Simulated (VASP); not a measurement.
# AlIn2As2P (P4/mmm) in VASP: further runs

AlIn2As2P is run at these levels: PBE; tasks: single point, relaxation of cell and atoms.

Program: VASP 6.6.1. These are calculated values, not measurements. Logs are shortened: lines on timing, memory, paths and dates and some standing lists are left out, and cuts for length are marked.

### Step 1. The cell of the first run

It takes space group P4/mmm (No. 123, tetragonal). Conventional cell: a = 4.584 Å, b = 4.584 Å, c = 8.769 Å, α = 90.00°, β = 90.00°, γ = 90.00°. Al (site symmetry 4/mmm) has 4 As at 2.29 Å and 2 In at 2.92 Å within 3.0 Å. In (site symmetry 4mm) has 1 Al at 2.92 Å and 1 In at 2.93 Å and 4 P at 3.56 Å and 4 As at 3.71 Å within 3.8 Å. P (site symmetry 4/mmm) has 8 In at 3.56 Å and 4 P at 4.58 Å within 4.7 Å. As (site symmetry mmm) has 2 Al at 2.29 Å within 3.0 Å.

The cell was generated, and may not be a known phase.

### Step 2. Single point, PBE

The input, INCAR:

```
ALGO     = Normal         # electronic algorithm
EDIFF    = 1E-6           # SCF threshold, eV
ENCUT    = 520            # plane-wave cutoff, eV
GGA      = PE             # functional
ISIF     = 2              # what is computed and relaxed
ISMEAR   = 0              # smearing method
LASPH    = True           # aspherical terms in the spheres
LCHARG   = True           # write CHGCAR
LELF     = True           # ELF
LREAL    = False          # projectors in reciprocal space
LVHAR    = True         
LWAVE    = False          # write WAVECAR
NBANDS   = 31             # bands
NELM     = 80             # most SCF steps
PREC     = Accurate       # precision mode
SIGMA    = 0.1            # smearing width, eV
```

The input, KPOINTS:

```
k-points
0
Gamma
  8 8 6
```

The input, POSCAR:

```
AlIn2As2P
1.0
    4.5842581340      0.0000000000      0.0000000000
    0.0000000000      4.5842581340      0.0000000000
    0.0000000000      0.0000000000      8.7689912043
Al In P As
1 2 1 2
Direct
    0.5000000000      0.5000000000      0.5000000000
    0.5000000000      0.5000000000      0.1669278267
    0.5000000000      0.5000000000      0.8330721733
    0.0000000000      0.0000000000      0.0000000000
    0.0000000000      0.5000000000      0.5000000000
    0.5000000000      0.0000000000      0.5000000000
```

Potentials or basis: VASP PAW PBE potentials, release 64 (Al, In_d, P, As).

On the command line:

```console
$ cat potpaw_PBE.64/Al/POTCAR potpaw_PBE.64/In_d/POTCAR potpaw_PBE.64/P/POTCAR potpaw_PBE.64/As/POTCAR > POTCAR
$ mpirun -np 1 vasp_std > vasp.out
```

OUTCAR:

```text
EDIFF = 1E-6
   ENCUT = 520
   GGA = PE
   ISIF = 2
   ISMEAR = 0
   LASPH = True
   LREAL = False
   NELM = 80
   PREC = Accurate

 ion  position               nearest neighbor table
   1  0.500  0.500  0.500-   5 2.29   6 2.29   6 2.29   5 2.29   2 2.92   3 2.92
   2  0.500  0.500  0.167-   1 2.92   3 2.93
   3  0.500  0.500  0.833-   1 2.92   2 2.93
   4  0.000  0.000  0.000-
   5  0.000  0.500  0.500-   1 2.29   1 2.29
   6  0.500  0.000  0.500-   1 2.29   1 2.29

  LATTYP: Found a simple tetragonal cell.
 ALAT       =     4.5842581340
 C/A-ratio  =     1.9128484802

  Lattice vectors:

 A1 = (   4.5842581340,   0.0000000000,   0.0000000000)
 A2 = (   0.0000000000,   4.5842581340,   0.0000000000)
 A3 = (   0.0000000000,   0.0000000000,   8.7689912043)

Analysis of symmetry for initial positions (statically):
=====================================================================
 Subroutine PRICEL returns:
 Original cell was already a primitive cell.

 Routine SETGRP: Setting up the symmetry group for a
 simple tetragonal supercell.

 Subroutine GETGRP returns: Found 16 space group operations
 (whereof 16 operations were pure point group operations)
 out of a pool of 16 trial point group operations.

The static configuration has the point symmetry D_4h.

Analysis of symmetry for dynamics (positions and initial velocities):
=====================================================================
 Subroutine PRICEL returns:
 Original cell was already a primitive cell.

 Routine SETGRP: Setting up the symmetry group for a
 simple tetragonal supercell.

 Subroutine GETGRP returns: Found 16 space group operations
 (whereof 16 operations were pure point group operations)
 out of a pool of 16 trial point group operations.

The dynamic configuration has the point symmetry D_4h.

 Subroutine INISYM returns: Found 16 space group operations
 (whereof 16 operations are pure point group operations),
 and found     1 'primitive' translations

----------------------------------------------------------------------------------------

                                     Primitive cell

  volume of cell :     184.2841

  direct lattice vectors                    reciprocal lattice vectors
     4.584258134  0.000000000  0.000000000     0.218137803  0.000000000  0.000000000
     0.000000000  4.584258134  0.000000000     0.000000000  0.218137803  0.000000000
     0.000000000  0.000000000  8.768991204     0.000000000  0.000000000  0.114038203

  length of vectors
     4.584258134  4.584258134  8.768991204     0.218137803  0.218137803  0.114038203

  position of ions in fractional coordinates (direct lattice)
     0.500000000  0.500000000  0.500000000
     0.500000000  0.500000000  0.166927827
     0.500000000  0.500000000  0.833072173
     0.000000000  0.000000000  0.000000000
     0.000000000  0.500000000  0.500000000
     0.500000000  0.000000000  0.500000000

  ion indices of the primitive-cell ions
   primitive index   ion index
                 1           1
                 2           2
                 3           3
                 4           4
                 5           5
                 6           6

----------------------------------------------------------------------------------------

 KPOINTS: k-points

Automatic generation of k-mesh.
 Grid dimensions read from file:
 generate k-points for:    8    8    6

 Generating k-lattice:

  Cartesian coordinates                     Fractional coordinates (reciprocal lattice)
     0.027267225  0.000000000  0.000000000     0.125000000  0.000000000  0.000000000
     0.000000000  0.027267225  0.000000000     0.000000000  0.125000000  0.000000000
     0.000000000  0.000000000  0.019006367     0.000000000  0.000000000  0.166666667

  Length of vectors
     0.027267225  0.027267225  0.019006367

  Shift w.r.t. Gamma in fractional coordinates (k-lattice)
     0.000000000  0.000000000  0.000000000

 Subroutine IBZKPT returns following result:
 ===========================================

 Found     60 irreducible k-points:

 Following reciprocal coordinates:
            Coordinates               Weight
  0.000000  0.000000  0.000000      1.000000
  0.125000  0.000000  0.000000      4.000000
  0.250000  0.000000  0.000000      4.000000
  0.375000  0.000000  0.000000      4.000000
  0.500000  0.000000  0.000000      2.000000
  0.125000  0.125000  0.000000      4.000000
[... 16 lines left out ...]
  0.375000  0.125000  0.166667     16.000000
  0.500000  0.125000  0.166667      8.000000
 [... further k-points ...]
   k-points           NKPTS =     60   k-points in BZ     NKDIM =     60   number of bands    NBANDS=     31
   number of dos      NEDOS =    301   number of ions     NIONS =      6
   total plane-waves  NPLWV =  90720
   dimension x,y,z NGX =    36 NGY =   36 NGZ =   70
   dimension x,y,z NGXF=    72 NGYF=   72 NGZF=  140
   ions per type =               1   2   1   2
   NGX,Y,Z   is equivalent  to a cutoff of  13.06, 13.06, 13.27 a.u.
   NGXF,Y,Z  is equivalent  to a cutoff of  26.11, 26.11, 26.54 a.u.
 SYSTEM =  unknown system
   PREC   = accura    normal or accurate (medium, high low for compatibility)
   ISTART =      0    job   : 0-new  1-cont  2-samecut
   ICHARG =      2    charge: 1-file 2-atom 10-const
   ISPIN  =      1    spin polarized calculation?
   LNONCOLLINEAR =      F non collinear calculations
   LSORBIT =      F    spin-orbit coupling
   LASPH  =      T    aspherical Exc in radial PAW
   ENCUT  =  520.0 eV  38.22 Ry    6.18 a.u.   8.52  8.52 16.30*2*pi/ulx,y,z
   NELM   =     80;   NELMIN=  2; NELMDL= -5     # of ELM steps
   EDIFF  = 0.1E-05   stopping-criterion for ELM
   LREAL  =      F    real-space projection
[... 7 lines left out ...]
   TEBEG  =    0.0;   TEEND  =   0.0 temperature during run
   PSTRESS=    0.0 pullay stress
   NELECT =      44.0000    total number of electrons
   NUPDOWN=      -1.0000    fix difference up-down
   EMIN   =  10.00;   EMAX   =-10.00  energy-range for DOS
   EFERMI =   0.00;   METHOD = LEGACY
   ISMEAR =     0;   SIGMA  =   0.10  broadening in eV -4-tet -1-fermi 0-gaus
   EFERMI_NEDOS =   21; number of points for ismear=-14 and -15
   IALGO  =     38    algorithm
   IMIX   =      4    mixing-type and parameters
     AMIX     =   0.40;   BMIX     =  1.00
     AMIX_MAG =   1.60;   BMIX_MAG =  1.00
  volume/ion in A,a.u.               =      30.71       207.27
  Fermi-wavevector in a.u.,A,eV,Ry     =   1.015617  1.919237 14.034098  1.031477
  Thomas-Fermi vector in A             =   2.148913
   LORBIT       =      0    0 simple, 1 ext, 2 COOP (PROOUT), +10 PAW based schemes
   GGA     = PE    functional components
   LHFCALC =     F    Hartree Fock is set to
   AEXX    =    0.0000 exact exchange contribution
   IVDW    =     0    specifies the selected vdW correction
   LEPSILON=     F    determine dielectric tensor
   LRPA    =     F    only Hartree local field effects (RPA)
 non-spin polarized calculation
 Gauss-broadening in eV      SIGMA  =   0.10
  energy-cutoff  :      520.00
  volume of cell :      184.28
 maximum number of plane-waves:      4989
 NGX is ok and might be reduce to    36
   NGX = 17   NGY = 17   NGZ = 33

 number of electron      43.9999985 magnetization

 Free energy of the ion-electron system (eV)
  ---------------------------------------------------
  ext. energy  EPLUGINS =         0.00000000
  ---------------------------------------------------
  free energy    TOTEN  =       -19.06247643 eV

  energy without entropy =      -19.02979981  energy(sigma->0) =      -19.04613812

 E-fermi :   2.9261     XC(G=0):  -8.4589

 val. band max:        2.9240594609   @ k =   0.2500   0.2500   0.5000
 cond. band min:       2.9291634534   @ k =   0.3750   0.0000   0.1667
 fundamental gap:      0.0051039925
 Fermi energy:         2.9260801948

 k-point     1 :       0.0000    0.0000    0.0000
  band No.  band energies     occupation
      1     -11.6380      2.00000
      2     -11.4214      2.00000
      3     -11.4214      2.00000
      4     -11.3337      2.00000
      5     -11.3132      2.00000
      6     -11.3107      2.00000
[... 23 lines left out ...]
     30       7.4358      0.00000
     31       7.7062      0.00000

 k-point     2 :       0.1250    0.0000    0.0000
  band No.  band energies     occupation
      1     -11.6369      2.00000
      2     -11.4233      2.00000
      3     -11.4213      2.00000
      4     -11.3319      2.00000
      5     -11.3141      2.00000
      6     -11.3091      2.00000
[... 23 lines left out ...]
     30       7.1646      0.00000
     31       7.5495      0.00000

 k-point     3 :       0.2500    0.0000    0.0000
  band No.  band energies     occupation
      1     -11.6343      2.00000
      2     -11.4278      2.00000
      3     -11.4209      2.00000
      4     -11.3276      2.00000
      5     -11.3161      2.00000
      6     -11.3055      2.00000
[... 23 lines left out ...]
     30       6.6450      0.00000
     31       7.4617      0.00000

 k-point     4 :       0.3750    0.0000    0.0000
  band No.  band energies     occupation
      1     -11.6318      2.00000
      2     -11.4321      2.00000
      3     -11.4206      2.00000
      4     -11.3233      2.00000
      5     -11.3182      2.00000
      6     -11.3020      2.00000
[... 23 lines left out ...]
     30       6.7613      0.00000
     31       7.6359      0.00000

 k-point     5 :       0.5000    0.0000    0.0000
  band No.  band energies     occupation
      1     -11.6308      2.00000
      2     -11.4339      2.00000
      3     -11.4204      2.00000
      4     -11.3215      2.00000
      5     -11.3190      2.00000
      6     -11.3006      2.00000
[... 23 lines left out ...]
     30       7.7071      0.00000
     31       8.3187      0.00000
[... 542 lines left out ...]
     30       7.0495      0.00000
     31       7.6646      0.00000

 k-point    22 :       0.2500    0.1250    0.1667
  band No.  band energies     occupation
      1     -11.6310      2.00000
      2     -11.4270      2.00000
      3     -11.4223      2.00000
      4     -11.3257      2.00000
      5     -11.3174      2.00000
      6     -11.3040      2.00000
[... 23 lines left out ...]
     30       6.9452      0.00000
     31       7.7709      0.00000

 k-point    23 :       0.3750    0.1250    0.1667
  band No.  band energies     occupation
      1     -11.6289      2.00000
      2     -11.4310      2.00000
      3     -11.4219      2.00000
      4     -11.3214      2.00000
      5     -11.3197      2.00000
      6     -11.3004      2.00000
[... 23 lines left out ...]
     30       7.1769      0.00000
     31       7.6722      0.00000

 k-point    24 :       0.5000    0.1250    0.1667
  band No.  band energies     occupation
      1     -11.6281      2.00000
      2     -11.4326      2.00000
      3     -11.4217      2.00000
      4     -11.3207      2.00000
      5     -11.3196      2.00000
      6     -11.2990      2.00000
[... 23 lines left out ...]
     30       7.5410      0.00000
     31       8.4841      0.00000

 [... further k-points ...]
[... 5 lines left out ...]
  --------------------------------------------------------------------------------------
  -------------------------------------------------------------------------------------
  Total        0.1378820      0.1378820      0.0171774      0.0000000      0.0000000      0.0000000
  in kB        1.1987546      1.1987546      0.1493410      0.0000000      0.0000000      0.0000000
  external PRESSURE =       0.8489501 kB  Pullay stress =       0.0000000 kB

 VOLUME and BASIS-vectors are now :
 -----------------------------------------------------------------------------
  energy-cutoff  :      520.00
  volume of cell :      184.28
      direct lattice vectors                 reciprocal lattice vectors
     4.584258134  0.000000000  0.000000000     0.218137803  0.000000000  0.000000000
     0.000000000  4.584258134  0.000000000     0.000000000  0.218137803  0.000000000
     0.000000000  0.000000000  8.768991204     0.000000000  0.000000000  0.114038203

 POSITION                                       TOTAL-FORCE (eV/Angst)
 -----------------------------------------------------------------------------------
      2.29213      2.29213      4.38450         0.000000      0.000000      0.000000
      2.29213      2.29213      1.46379         0.000000      0.000000     -0.004694
      2.29213      2.29213      7.30520         0.000000     -0.000000      0.004694
      0.00000      0.00000      0.00000         0.000000      0.000000      0.000000
      0.00000      2.29213      4.38450         0.000000      0.000000      0.000000
      2.29213      0.00000      4.38450         0.000000      0.000000      0.000000
 -----------------------------------------------------------------------------------
    total drift:                                0.000000      0.000000      0.000000

  FREE ENERGIE OF THE ION-ELECTRON SYSTEM (eV)
  ---------------------------------------------------
  free  energy   TOTEN  =       -19.0624764318 eV

  energy  without entropy=      -19.0297998070  energy(sigma->0) =      -19.04613812
```

It took 5.3 min on 1 thread of Intel Xeon 6975P-C, shared host; peak memory 0.52 GiB.

What came out:

* Free energy: -19.0625 eV
* Pressure: 0.1 GPa
* Largest force: 0.005 eV/Å
* Band gap on the k mesh: zero (bands 22 and 23 overlap by 0.96 eV)

Forces in eV/Å, atoms in the order of the input:
```
Al   0.000  0.000  0.000
In   0.000  0.000 -0.005
In   0.000  0.000  0.005
P    0.000  0.000  0.000
As   0.000  0.000  0.000
As   0.000  0.000  0.000
```

Stress tensor (GPa, compression positive):
```
0.12 0.00 0.00
0.00 0.12 0.00
0.00 0.00 0.01
```

Levels at points of the mesh, in eV from the Fermi level:
| k point | band 19 | band 20 | band 21 | band 22 | band 23 | band 24 | band 25 | band 26 |
| --- | --- | --- | --- | --- | --- | --- | --- | --- |
| (0.00, 0.00, 0.00) | -0.83 | -0.49 | -0.49 | 0.46 | 0.93 | 1.33 | 1.33 | 1.74 |
| (0.50, 0.00, 0.00) | -1.00 | -0.66 | -0.12 | -0.11 | 0.15 | 0.20 | 1.25 | 1.81 |
| (0.50, 0.50, 0.00) | -1.93 | -1.50 | -1.50 | -0.10 | 0.67 | 1.50 | 2.27 | 3.12 |
| (0.00, 0.00, 0.50) | -0.54 | -0.54 | -0.47 | 0.45 | 1.33 | 1.33 | 1.43 | 2.56 |
| (0.50, 0.00, 0.50) | -1.74 | -1.00 | -1.00 | -0.46 | 0.14 | 0.72 | 2.14 | 2.33 |
| (0.50, 0.50, 0.50) | -2.11 | -1.04 | -0.84 | -0.84 | -0.01 | 0.67 | 1.94 | 1.94 |

Caveat: spin-orbit coupling is left out, which moves the levels of the heavy elements.

[end of part 1 of 2]

The gap in the log of VASP goes by the Fermi energy; the results here count the filled bands.